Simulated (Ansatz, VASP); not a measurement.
Two plane-wave programs on Lu3Sn2F

Contents of INCAR:

```
PREC = Accurate
ENCUT = 600
EDIFF = 1E-6
ISMEAR = 0
SIGMA = 0.15
LREAL = F
LASPH = T
NELM = 80
ALGO = Normal
ISIF = 3
LWAVE = F
LCHARG = F
GGA = PE
IBRION = 2
NSW = 36
EDIFFG = -0.08
```

The input KPOINTS:

```
regular mesh
0
Gamma
  3 3 3
```

POSCAR

```
Lu3Sn2F
1.0
    5.9289734800      0.0000000000      0.0000000000
   -2.9644867400      5.1346416500      0.0000000000
    0.0000000000      0.0000000000      4.6114360900
Lu Sn F
3 2 1
Direct
    0.5000000000      0.0000000000      0.5000000000
    0.5000000000      0.5000000000      0.5000000000
    0.0000000000      0.5000000000      0.5000000000
    0.3333333300      0.6666666700      0.0000000000
    0.6666666700      0.3333333300      0.0000000000
    0.0000000000      0.0000000000      0.0000000000
```

Input for Ansatz:

```yaml
crystal:
  lattice:
    - [5.92897348, 0.0, 0.0]
    - [-2.96448674, 5.13464165, 0.0]
    - [0.0, 0.0, 4.61143609]
  atoms:
    - { symbol: Lu, position: [0.5, 0.0, 0.5] }
    - { symbol: Lu, position: [0.5, 0.5, 0.5] }
    - { symbol: Lu, position: [0.0, 0.5, 0.5] }
    - { symbol: Sn, position: [0.33333333, 0.66666667, 0.0] }
    - { symbol: Sn, position: [0.66666667, 0.33333333, 0.0] }
    - { symbol: F, position: [0.0, 0.0, 0.0] }
basis:
  ecutwfc: 420
kpoints:
  mp_grid: { grid: [3, 3, 3] }
hamiltonian:
  xc: pbe
scf:
  occupations: { method: gaussian, width: 0.15 }
  lower_state_search: "off"
output:
  forces: true
  stress: true
  eigenvalues: true
relax:
  adjacent_minimum: "off"
  f_tol: 0.08
  max_steps: 16
  cell: { stress_tol: 0.8 }
```

Change from the starting cell: species swapped into the GdAl3Pd2 type (P6/mmm, No. 191).

Alike in both runs: task relaxation of cell and atoms; functional PBE; k mesh 3 × 3 × 3; occupations gaussian, width 0.15 eV; no spin polarisation.

|  | VASP | Ansatz |
| --- | --- | --- |
| version | VASP 6.6.1 | Ansatz 0.2.0 |
| potentials or method | VASP PAW PBE potentials, release 64 (Lu, Sn_d, F), cutoff 600 eV | scalar-relativistic, plane waves, PAW |
| valence electrons in the cell | 110 | 110 |

Ansatz gave:

* gap on the k mesh at the Fermi level, each at its own relaxed structure (eV): none
* relaxed volume (Å³/atom): 33.76
* relaxed cell length with the largest relative difference (Å): 3.988

Problem. Which values does VASP return?

Solution. gap on the k mesh at the Fermi level, each at its own relaxed structure (eV): none; relaxed volume (Å³/atom): 33.56; relaxed cell length with the largest relative difference (Å): 4.050.

A gap of «none» marks a metal or a gap that the smearing closes.

The k mesh is coarse, so the values compare programs but aren't converged. Neither program's run includes spin-orbit coupling. Noted on VASP's run: the volume moved by over 15 % at a fixed basis, so the end points are rough.
